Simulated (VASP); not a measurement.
# NaB4 (Ccce) in VASP: further runs

The runs below take NaB4 through single point, with PBE.

All numbers are computed with VASP 6.6.1; they aren't measurements. Logs are shortened: lines on timing, memory, paths and dates and some standing lists are left out, and cuts for length are marked.

## Step 1: The cell of the first run

Symmetry: Ccce, No. 68, orthorhombic system. The conventional cell has a = 4.762 Å, b = 8.460 Å, c = 4.722 Å, α = 90.00°, β = 90.00°, γ = 90.00°. Na (site symmetry 222) has 8 B at 2.06 to 2.07 Å within 2.7 Å. Within 2.7 Å of B (site symmetry 1) lie 2 Na at 2.06 to 2.07 Å and 9 B at 2.23 to 2.68 Å.

## Step 2: Single point, PBE

Contents of INCAR:

```
SYSTEM = NaB4
  PREC = Accurate
  ENCUT = 520
  EDIFF = 1E-6
  ISMEAR = 0
  SIGMA = 0.1
  LREAL = .False.
  LASPH = .True.
  NELM = 100
  ALGO = Normal
  ISIF = 2
  LWAVE = .False.
  LCHARG = .True.
  GGA = PE
  LELF = .True.
  LVHAR = .True.
  NBANDS = 30
```

Contents of KPOINTS:

```
regular mesh
0
Gamma
  4 4 4
  0 0 0
```

Contents of POSCAR:

```
NaB4
1.0
    2.3808453500     -4.2301335300      0.0000000000
    2.3808453500      4.2301335300      0.0000000000
    0.0000000000      0.0000000000      4.7224392000
Na B
2 8
Direct
    0.5000000000      0.5000000000      0.0000000000
    0.0000000000      0.0000000000      0.5000000000
    0.9579200100      0.7045400100      0.8301000000
    0.0420799900      0.2954599900      0.8301000000
    0.7045400100      0.9579200100      0.1699000000
    0.2954599900      0.0420799900      0.1699000000
    0.5420799900      0.7954599900      0.6699000000
    0.4579200100      0.2045400100      0.6699000000
    0.7954599900      0.5420799900      0.3301000000
    0.2045400100      0.4579200100      0.3301000000
```

Potentials or basis: VASP PAW PBE potentials, release 64 (Na_pv, B).

Command:

```
cat potpaw_PBE.64/Na_pv/POTCAR potpaw_PBE.64/B/POTCAR > POTCAR
mpirun -np 1 vasp_std > vasp.out
```

OUTCAR:

```text
SYSTEM = NaB4
   PREC = Accurate
   ENCUT = 520
   EDIFF = 1E-6
   ISMEAR = 0
   LREAL = .False.
   LASPH = .True.
   NELM = 100
   ISIF = 2
   GGA = PE

 ion  position               nearest neighbor table
   1  0.500  0.500  0.000-   7 2.06   8 2.06   9 2.06  10 2.06   3 2.07   4 2.07   5 2.07   6 2.07

   2  0.000  0.000  0.500-   3 2.06   4 2.06   5 2.06   6 2.06   7 2.07   8 2.07   9 2.07  10 2.07

   3  0.958  0.705  0.830-   2 2.06   1 2.07
   4  0.042  0.295  0.830-   2 2.06   1 2.07
   5  0.705  0.958  0.170-   2 2.06   1 2.07
   6  0.295  0.042  0.170-   2 2.06   1 2.07
   7  0.542  0.795  0.670-   1 2.06   2 2.07
   8  0.458  0.205  0.670-   1 2.06   2 2.07
   9  0.795  0.542  0.330-   1 2.06   2 2.07
  10  0.205  0.458  0.330-   1 2.06   2 2.07

  LATTYP: Found a base centered orthorhombic cell.
 ALAT       =     4.7616907000
 B/A-ratio  =     1.7767359522
 C/A-ratio  =     0.9917568144

  Lattice vectors:

 A1 = (   2.3808453500,  -4.2301335300,   0.0000000000)
 A2 = (   2.3808453500,   4.2301335300,   0.0000000000)
 A3 = (   0.0000000000,   0.0000000000,   4.7224392000)

Analysis of symmetry for initial positions (statically):
=====================================================================
 Subroutine PRICEL returns:
 Original cell was already a primitive cell.

 Routine SETGRP: Setting up the symmetry group for a
 base centered orthorhombic supercell.

 Subroutine GETGRP returns: Found  8 space group operations
 (whereof  4 operations were pure point group operations)
 out of a pool of  8 trial point group operations.

The static configuration has the point symmetry D_2 .
 The point group associated with its full space group is D_2h.

Analysis of symmetry for dynamics (positions and initial velocities):
=====================================================================
 Subroutine PRICEL returns:
 Original cell was already a primitive cell.

 Routine SETGRP: Setting up the symmetry group for a
 base centered orthorhombic supercell.

 Subroutine GETGRP returns: Found  8 space group operations
 (whereof  4 operations were pure point group operations)
 out of a pool of  8 trial point group operations.

The dynamic configuration has the point symmetry D_2 .
 The point group associated with its full space group is D_2h.

 Subroutine INISYM returns: Found  8 space group operations
[... 115 lines left out ...]
   ISIF   =      2    stress and relaxation
   ISYM   =      2    0-nonsym 1-usesym 2-fastsym
   POTIM  = 0.5000    time-step for ionic-motion
   TEBEG  =    0.0;   TEEND  =   0.0 temperature during run
   PSTRESS=    0.0 pullay stress
   NELECT =      38.0000    total number of electrons
   NUPDOWN=      -1.0000    fix difference up-down
   EMIN   =  10.00;   EMAX   =-10.00  energy-range for DOS
   EFERMI =   0.00;   METHOD = LEGACY
   ISMEAR =     0;   SIGMA  =   0.10  broadening in eV -4-tet -1-fermi 0-gaus
   EFERMI_NEDOS =   21; number of points for ismear=-14 and -15
   IALGO  =     38    algorithm
   IMIX   =      4    mixing-type and parameters
     AMIX     =   0.40;   BMIX     =  1.00
     AMIX_MAG =   1.60;   BMIX_MAG =  1.00
  volume/ion in A,a.u.               =       9.51        64.19
  Fermi-wavevector in a.u.,A,eV,Ry     =   1.205708  2.278458 19.779223  1.453732
  Thomas-Fermi vector in A             =   2.341397
   LORBIT       =      0    0 simple, 1 ext, 2 COOP (PROOUT), +10 PAW based schemes
   GGA     = PE    functional components
   LHFCALC =     F    Hartree Fock is set to
   AEXX    =    0.0000 exact exchange contribution
   IVDW    =     0    specifies the selected vdW correction
   LEPSILON=     F    determine dielectric tensor
   LRPA    =     F    only Hartree local field effects (RPA)
 non-spin polarized calculation
 Gauss-broadening in eV      SIGMA  =   0.10
  energy-cutoff  :      520.00
  volume of cell :       95.12
 maximum number of plane-waves:      2584
   NGX = 19   NGY = 19   NGZ = 17

 number of electron      38.0000014 magnetization

 Free energy of the ion-electron system (eV)
  ---------------------------------------------------
  ext. energy  EPLUGINS =         0.00000000
  ---------------------------------------------------
  free energy    TOTEN  =       -26.12956228 eV

  energy without entropy =      -26.10184823  energy(sigma->0) =      -26.11570525

 E-fermi :   4.9649     XC(G=0): -11.1090

 val. band max:        4.9382531976   @ k =   0.5000   0.5000   0.5000
 cond. band min:       4.9733872587   @ k =   0.5000   0.2500   0.2500
 fundamental gap:      0.0351340611
 Fermi energy:         4.9649401485

 k-point     1 :       0.0000    0.0000    0.0000
  band No.  band energies     occupation
      1     -18.9396      2.00000
      2     -18.9343      2.00000
      3     -18.8041      2.00000
      4     -18.7985      2.00000
      5     -18.7789      2.00000
      6     -18.7563      2.00000
[... 682 lines left out ...]
     29       8.8335      0.00000
     30       8.8335      0.00000

------------------------ aborting loop because EDIFF is reached ----------------------------------------

  FORCE on cell =-STRESS in cart. coord.  units (eV):
  Direction    XX          YY          ZZ          XY          YZ          ZX
  --------------------------------------------------------------------------------------
  -------------------------------------------------------------------------------------
  Total       14.2514801      4.4697567     16.1812147      0.0000000      0.0000000      0.0000000
  in kB      240.0429296     75.2857594    272.5461605      0.0000000      0.0000000      0.0000000
  external PRESSURE =     195.9582832 kB  Pullay stress =       0.0000000 kB

 VOLUME and BASIS-vectors are now :
 -----------------------------------------------------------------------------
  energy-cutoff  :      520.00
  volume of cell :       95.12
      direct lattice vectors                 reciprocal lattice vectors
     2.380845350 -4.230133530  0.000000000     0.210009441 -0.118199578  0.000000000
     2.380845350  4.230133530  0.000000000     0.210009441  0.118199578  0.000000000
     0.000000000  0.000000000  4.722439200     0.000000000  0.000000000  0.211754976

 POSITION                                       TOTAL-FORCE (eV/Angst)
 -----------------------------------------------------------------------------------
      2.38085      0.00000      0.00000         0.000000      0.000000     -0.000000
      0.00000      0.00000      2.36122         0.000000      0.000000     -0.000000
      3.95806     -1.07183      3.92010         0.312462     -3.613210      1.189065
      0.80363      1.07183      3.92010        -0.312462      3.613210      1.189065
      3.95806      1.07183      0.80234         0.312462      3.613210     -1.189065
      0.80363     -1.07183      0.80234        -0.312462     -3.613210     -1.189065
      3.18448      1.07183      3.16356        -0.312462      3.613210     -1.189065
      1.57721     -1.07183      3.16356         0.312462     -3.613210     -1.189065
      3.18448     -1.07183      1.55888        -0.312462     -3.613210      1.189065
      1.57721      1.07183      1.55888         0.312462      3.613210      1.189065
 -----------------------------------------------------------------------------------
    total drift:                                0.000000      0.000000      0.000000

  FREE ENERGIE OF THE ION-ELECTRON SYSTEM (eV)
  ---------------------------------------------------
  free  energy   TOTEN  =       -26.1295622806 eV

  energy  without entropy=      -26.1018482270  energy(sigma->0) =      -26.11570525
```

OSZICAR:

```text
N       E                     dE             d eps       ncg     rms          rms(c)
DAV:   1     0.260198152732E+03    0.26020E+03   -0.17731E+04  1260   0.135E+03
DAV:   2    -0.387789567985E+01   -0.26408E+03   -0.25058E+03  1344   0.344E+02
DAV:   3    -0.255563881497E+02   -0.21678E+02   -0.20567E+02  1456   0.896E+01
DAV:   4    -0.264558289444E+02   -0.89944E+00   -0.87029E+00  1744   0.161E+01
DAV:   5    -0.264799170949E+02   -0.24088E-01   -0.24023E-01  1704   0.256E+00    0.331E+00
DAV:   6    -0.262128783761E+02    0.26704E+00   -0.24488E-01  1558   0.277E+00    0.187E+00
DAV:   7    -0.261337976797E+02    0.79081E-01   -0.14444E-01  1708   0.237E+00    0.553E-01
DAV:   8    -0.261294511811E+02    0.43465E-02   -0.31413E-02  1746   0.125E+00    0.111E-01
DAV:   9    -0.261296123333E+02   -0.16115E-03   -0.29191E-03  1470   0.392E-01    0.499E-02
DAV:  10    -0.261295625944E+02    0.49739E-04   -0.29313E-04  1550   0.108E-01    0.924E-03
DAV:  11    -0.261295624026E+02    0.19188E-06   -0.30736E-05  1930   0.384E-02    0.403E-03
DAV:  12    -0.261295622806E+02    0.12196E-06   -0.42302E-06  1470   0.946E-03
   1 F= -.26129562E+02 E0= -.26115705E+02  d E =-.277141E-01
```

stdout:

```text
POSCAR found type information on POSCAR NaB
 POSCAR found :  2 types and      10 ions
 scaLAPACK will be used
 LDA part: xc-table for (Slater+PW92), standard interpolation
 POSCAR, INCAR and KPOINTS ok, starting setup
 FFT: planning ... GRIDC
 FFT: planning ... GRID_SOFT
 FFT: planning ... GRID
 WAVECAR not read
 entering main loop
```

It took 19 s on 1 thread of Intel Xeon 6975P-C (Granite Rapids), shared host; peak memory 0.21 GiB.

Results:

```
Free energy            : -26.1296 eV
Pressure               : 19.6 GPa
Largest force          : 3.817 eV/Å
Band gap on the k mesh : zero (band 19 reaches 5.97 eV, above the bottom of band 20 at 2.58 eV)
```

Forces on the atoms (eV/Å):
```
Na   0.000  0.000  0.000
Na   0.000  0.000  0.000
B    0.312 -3.613  1.189
B   -0.312  3.613  1.189
B    0.312  3.613 -1.189
B   -0.312 -3.613 -1.189
B   -0.312  3.613 -1.189
B    0.312 -3.613 -1.189
B   -0.312 -3.613  1.189
B    0.312  3.613  1.189
```

Stress tensor (GPa, compression positive):
```
24.00  0.00  0.00
 0.00  7.53  0.00
 0.00  0.00 27.25
```

Caveat: the k points lie up to 0.38 Å⁻¹ apart; forces of over 1 eV/Å act on the atoms, so gaps and moduli don't describe the material at rest.

## Step 3: Single point, PBE

This run uses another cell than the first one, of 12.21 Å³/atom, 1.284 times its volume.

Contents of INCAR:

```
  PREC = Accurate
  ENCUT = 520
  EDIFF = 1E-6
  ISMEAR = 0
  SIGMA = 0.1
  LREAL = F
  LASPH = T
  NELM = 80
  ALGO = Normal
  ISIF = 2
  LWAVE = F
  LCHARG = F
  GGA = PE
  NBANDS = 30
```

Contents of KPOINTS:

```
Automatic mesh
0
Gamma
  4 4 4
```

Contents of POSCAR:

```
NaB4
1.0
    2.9708066377     -5.0093094611      0.0000000000
    2.9708066377      5.0093094611      0.0000000000
    0.0000000000      0.0000000000      4.1021910155
Na B
2 8
Direct
    0.5000000000      0.5000000000      0.0000000000
    0.0000000000      0.0000000000      0.5000000000
    1.1315916010      0.6432265196      0.8746561947
   -0.1315916010      0.3567734804      0.8746561947
    0.6432265196      1.1315916010      0.1253438053
    0.3567734804     -0.1315916010      0.1253438053
    0.3684083990      0.8567734804      0.6253438053
    0.6315916010      0.1432265196      0.6253438053
    0.8567734804      0.3684083990      0.3746561947
    0.1432265196      0.6315916010      0.3746561947
```

Potentials or basis: VASP PAW PBE potentials, release 64 (Na_pv, B).

Command:

```
cat potpaw_PBE.64/Na_pv/POTCAR potpaw_PBE.64/B/POTCAR > POTCAR
mpirun -np 1 vasp_std > vasp.out
```

OUTCAR:

```text
PREC = Accurate
   ENCUT = 520
   EDIFF = 1E-6
   ISMEAR = 0
   LREAL = F
   LASPH = T
   NELM = 80
   ISIF = 2
   GGA = PE

 ion  position               nearest neighbor table
   1  0.500  0.500  0.000-
   2  0.000  0.000  0.500-
   3  0.132  0.643  0.875-   4 1.64   6 1.69   7 1.69  10 2.05  10 2.05
   4  0.868  0.357  0.875-   3 1.64   5 1.69   8 1.69   9 2.05   9 2.05
   5  0.643  0.132  0.125-   6 1.64   4 1.69   9 1.69   8 2.05   8 2.05
   6  0.357  0.868  0.125-   5 1.64   3 1.69  10 1.69   7 2.05   7 2.05
   7  0.368  0.857  0.625-   8 1.64  10 1.69   3 1.69   6 2.05   6 2.05
   8  0.632  0.143  0.625-   7 1.64   9 1.69   4 1.69   5 2.05   5 2.05
   9  0.857  0.368  0.375-  10 1.64   8 1.69   5 1.69   4 2.05   4 2.05
  10  0.143  0.632  0.375-   9 1.64   7 1.69   6 1.69   3 2.05   3 2.05

  LATTYP: Found a base centered orthorhombic cell.
 ALAT       =     5.9416132754
 B/A-ratio  =     1.6861782243
 C/A-ratio  =     0.6904170341

  Lattice vectors:

 A1 = (   2.9708066377,  -5.0093094611,   0.0000000000)
 A2 = (   2.9708066377,   5.0093094611,   0.0000000000)
 A3 = (   0.0000000000,   0.0000000000,   4.1021910155)

Analysis of symmetry for initial positions (statically):
=====================================================================
 Subroutine PRICEL returns:
 Original cell was already a primitive cell.

 Routine SETGRP: Setting up the symmetry group for a
 base centered orthorhombic supercell.

 Subroutine GETGRP returns: Found  8 space group operations
 (whereof  4 operations were pure point group operations)
 out of a pool of  8 trial point group operations.

The static configuration has the point symmetry D_2 .
 The point group associated with its full space group is D_2h.

Analysis of symmetry for dynamics (positions and initial velocities):
=====================================================================
 Subroutine PRICEL returns:
[... 148 lines left out ...]
   LHFCALC =     F    Hartree Fock is set to
   AEXX    =    0.0000 exact exchange contribution
   IVDW    =     0    specifies the selected vdW correction
   LEPSILON=     F    determine dielectric tensor
   LRPA    =     F    only Hartree local field effects (RPA)
 non-spin polarized calculation
 Gauss-broadening in eV      SIGMA  =   0.10
  energy-cutoff  :      520.00
  volume of cell :      122.10
 maximum number of plane-waves:      3300
 NGX is ok and might be reduce to    48
   NGX = 21   NGY = 21   NGZ = 15

 number of electron      38.0000001 magnetization

 Free energy of the ion-electron system (eV)
  ---------------------------------------------------
  ext. energy  EPLUGINS =         0.00000000
  ---------------------------------------------------
  free energy    TOTEN  =       -53.02773227 eV

  energy without entropy =      -53.01325071  energy(sigma->0) =      -53.02049149

 E-fermi :   3.7398     XC(G=0):  -9.1803

 val. band max:        3.7337883803   @ k =   0.2500  -0.0000   0.2500
 cond. band min:       3.7722120181   @ k =   0.0000   0.0000   0.5000
 fundamental gap:      0.0384236378
 Fermi energy:         3.7398243430

 k-point     1 :       0.0000    0.0000    0.0000
  band No.  band energies     occupation
      1     -21.3920      2.00000
      2     -21.3609      2.00000
      3     -21.3583      2.00000
      4     -21.3475      2.00000
      5     -21.3087      2.00000
      6     -21.3037      2.00000
[... 682 lines left out ...]
     29       9.9632      0.00000
     30       9.9632      0.00000

------------------------ aborting loop because EDIFF is reached ----------------------------------------

  FORCE on cell =-STRESS in cart. coord.  units (eV):
  Direction    XX          YY          ZZ          XY          YZ          ZX
  --------------------------------------------------------------------------------------
  -------------------------------------------------------------------------------------
  Total       -0.2474236      0.0802837     -0.2417622      0.0000000      0.0000000      0.0000000
  in kB       -3.2467860      1.0535123     -3.1724944      0.0000000      0.0000000      0.0000000
  external PRESSURE =      -1.7885894 kB  Pullay stress =       0.0000000 kB

 VOLUME and BASIS-vectors are now :
 -----------------------------------------------------------------------------
  energy-cutoff  :      520.00
  volume of cell :      122.10
      direct lattice vectors                 reciprocal lattice vectors
     2.970806638 -5.009309461  0.000000000     0.168304458 -0.099814157  0.000000000
     2.970806638  5.009309461  0.000000000     0.168304458  0.099814157  0.000000000
     0.000000000  0.000000000  4.102191015     0.000000000  0.000000000  0.243772169

 POSITION                                       TOTAL-FORCE (eV/Angst)
 -----------------------------------------------------------------------------------
      2.97081      0.00000      0.00000         0.000000      0.000000      0.000000
      0.00000      0.00000      2.05110         0.000000      0.000000      0.000000
      2.30183      2.56294      3.58801         0.017575     -0.021101      0.014308
      3.63978     -2.56294      3.58801        -0.017575      0.021101      0.014308
      2.30183     -2.56294      0.51418         0.017575      0.021101     -0.014308
      3.63978      2.56294      0.51418        -0.017575     -0.021101     -0.014308
      3.63978      2.44637      2.56528        -0.017575      0.021101     -0.014308
      2.30183     -2.44637      2.56528         0.017575     -0.021101     -0.014308
      3.63978     -2.44637      1.53691        -0.017575     -0.021101      0.014308
      2.30183      2.44637      1.53691         0.017575      0.021101      0.014308
 -----------------------------------------------------------------------------------
    total drift:                                0.000000     -0.000000      0.000000

  FREE ENERGIE OF THE ION-ELECTRON SYSTEM (eV)
  ---------------------------------------------------
  free  energy   TOTEN  =       -53.0277322723 eV

  energy  without entropy=      -53.0132507095  energy(sigma->0) =      -53.02049149
```

stdout:

```text
POSCAR found type information on POSCAR NaB
 POSCAR found :  2 types and      10 ions
 scaLAPACK will be used
 LDA part: xc-table for (Slater+PW92), standard interpolation
 POSCAR, INCAR and KPOINTS ok, starting setup
 FFT: planning ... GRIDC
 FFT: planning ... GRID_SOFT
 FFT: planning ... GRID
 WAVECAR not read
 entering main loop
```

Wall time 31 s (1 thread of Intel Xeon 6975P-C (Granite Rapids), shared host); peak memory 0.26 GiB.

Results:

| Property | Result |
| --- | --- |
| Free energy | -53.0277 eV |
| Pressure | -0.2 GPa |
| Largest force | 0.031 eV/Å |
| Band gap on the k mesh | zero (band 19 reaches 4.91 eV, above the bottom of band 20 at 2.39 eV) |

Forces in eV/Å, atoms in the order of the input:
```
Na   0.000  0.000  0.000
Na   0.000  0.000  0.000
B    0.018 -0.021  0.014
B   -0.018  0.021  0.014
B    0.018  0.021 -0.014
B   -0.018 -0.021 -0.014
B   -0.018  0.021 -0.014
B    0.018 -0.021 -0.014
B   -0.018 -0.021  0.014
B    0.018  0.021  0.014
```

Levels at points of the mesh, in eV from the Fermi level:
```
           k point  band 16  band 17  band 18  band 19  band 20  band 21  band 22  band 23
(0.00, 0.00, 0.00)    -3.80    -3.77    -3.11    -1.83    -0.50     1.25     1.35     3.60
(0.50, 0.00, 0.00)    -5.28    -3.26    -3.26     1.17     1.17     1.66     1.66     2.82
(0.50, 0.50, 0.00)    -3.79    -3.77    -2.57    -1.11     0.91     0.99     2.41     3.08
(0.00, 0.00, 0.50)    -3.63    -1.09    -1.09     0.03     0.03     0.85     0.85     1.16
(0.50, 0.00, 0.50)    -3.25    -3.23    -3.23     1.08     1.08     1.09     1.09     3.47
(0.50, 0.50, 0.50)    -3.61    -0.60    -0.60     0.69     0.69     0.84     0.84     1.16
```

Caveat: the k points lie up to 0.38 Å⁻¹ apart.
